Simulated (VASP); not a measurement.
Write the native input for VASP 6.6.1 that does the following.

| Item | Value |
| --- | --- |
| Task | electric field gradients |
| Functional | LDA |
| Potentials or basis | VASP PAW LDA potentials, release 64 (Mg, S) |
| Cutoff | 520 eV |
| k mesh | 8 × 8 × 8 |
| Occupations | fermi-dirac, width 0.01 eV |
| Spin | no spin polarisation |
| Dipole correction | no |
| Further INCAR settings | ALGO = Normal; EDIFF = 1e-08; NBANDS = 11 |

The structure of MgS lies in POSCAR:

```
MgS
1.0
   -0.0780495000      2.5626252500      2.5626252500
    2.5626252500     -0.0780495000      2.5626252500
    2.5626252500      2.5626252500     -0.0780495000
Mg S
1 1
Direct
    0.0000000000      0.0000000000      0.0000000000
    0.5000000000      0.5000000000      0.5000000000
```

This cell differs from its parent crystal: equal xy, yz and zx shear strains of -3 %.

One way to write it, as run:

INCAR

```
ALGO = Normal
EDIFF = 1E-8
ENCUT = 520
ISIF = 2
ISMEAR = -1
LASPH = T
LCHARG = F
LEFG = T
LREAL = F
LWAVE = F
NBANDS = 11
NELM = 60
PREC = Accurate
SIGMA = 0.01
```

KPOINTS

```
k-points
0
Gamma
  8 8 8
```

Potentials or basis: VASP PAW LDA potentials, release 64 (Mg, S).

Command:

```console
$ cat potpaw_LDA.64/Mg/POTCAR potpaw_LDA.64/S/POTCAR > POTCAR
$ mpirun -np 1 vasp_std > vasp.out
```

It gave:

```yaml
Pressure: -3.8 GPa
Band_gap_on_the_k_mesh: 2.26 eV, indirect (least direct gap 3.19 eV)
```

Caveat: the cell differs from its parent crystal (equal xy, yz and zx shear strains of -3 %); without QUAD_EFG the Cq values of the log hold for a quadrupole moment of 1 mb, not for the nuclei.

Run time: 25 s on 1 thread of Intel(R) Xeon(R) 6975P-C (Granite Rapids) (shared host), peak memory 0.15 GiB.
